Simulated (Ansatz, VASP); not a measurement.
WS2: VASP beside Ansatz

The input INCAR:

```
SYSTEM = WS2
PREC = Accurate
ENCUT = 520
EDIFF = 1E-7
ISMEAR = 0
SIGMA = 0.05
LREAL = .FALSE.
LASPH = .TRUE.
NELM = 80
ALGO = Normal
ISIF = 2
LWAVE = .FALSE.
LCHARG = .FALSE.
GGA = PS
NBANDS = 35
```

The input KPOINTS:

```
Automatic mesh
0
G
  12 12 2
  0 0 0
```

The input POSCAR:

```
WS2
1.0
    3.1832085602      0.0000000000      0.0000000000
   -1.5916042801      2.7567394786      0.0000000000
    0.0000000000      0.0000000000     23.6687632500
W S
2 4
Direct
    0.3333333333      0.6666666667      0.6373175400
    0.6666666667      0.3333333333      0.3626824600
    0.3333333333      0.6666666667      0.2968161100
    0.6666666667      0.3333333333      0.5714418300
    0.3333333333      0.6666666667      0.4285581700
    0.6666666667      0.3333333333      0.7031838900
```

Input for Ansatz:

```yaml
crystal:
  lattice:
    - [3.1832085602, 0.0, 0.0]
    - [-1.5916042801, 2.7567394786, 0.0]
    - [0.0, 0.0, 23.66876325]
  atoms:
    - { symbol: W, position: [0.3333333333, 0.6666666667, 0.63731754] }
    - { symbol: W, position: [0.6666666667, 0.3333333333, 0.36268246] }
    - { symbol: S, position: [0.3333333333, 0.6666666667, 0.29681611] }
    - { symbol: S, position: [0.6666666667, 0.3333333333, 0.57144183] }
    - { symbol: S, position: [0.3333333333, 0.6666666667, 0.42855817] }
    - { symbol: S, position: [0.6666666667, 0.3333333333, 0.70318389] }
basis:
  ecutwfc: 420
kpoints:
  mp_grid: { grid: [12, 12, 2] }
hamiltonian:
  xc: pbesol
scf:
  occupations: { method: gaussian, width: 0.05 }
output:
  forces: true
  stress: true
  eigenvalues: true
```

Alike in both runs: task single point; functional PBEsol; k mesh 12 × 12 × 2; occupations gaussian, width 0.05 eV; no spin polarisation.

|  | VASP | Ansatz |
| --- | --- | --- |
| version | VASP 6.6.1 | Ansatz 0.2.0 |
| potentials or method | VASP PAW PBE potentials, release 64 (W_sv, S), cutoff 520 eV | scalar-relativistic, plane waves, PAW |
| valence electrons in the cell | 52 | 52 |

Ansatz gave:

* gap on the k mesh at the Fermi level (eV): 1.45
* least direct gap on the mesh (eV): 1.76
* rms of the force components (eV/Å): 0.048

Problem. Estimate VASP's values.

Solution. gap on the k mesh at the Fermi level (eV): 1.46; least direct gap on the mesh (eV): 1.76; rms of the force components (eV/Å): 0.039.

VASP's potentials were made for PBE, not for PBEsol. Atom by atom the forces differ by 0.010 eV/Å (rms over components).

Neither program's run includes spin-orbit coupling.
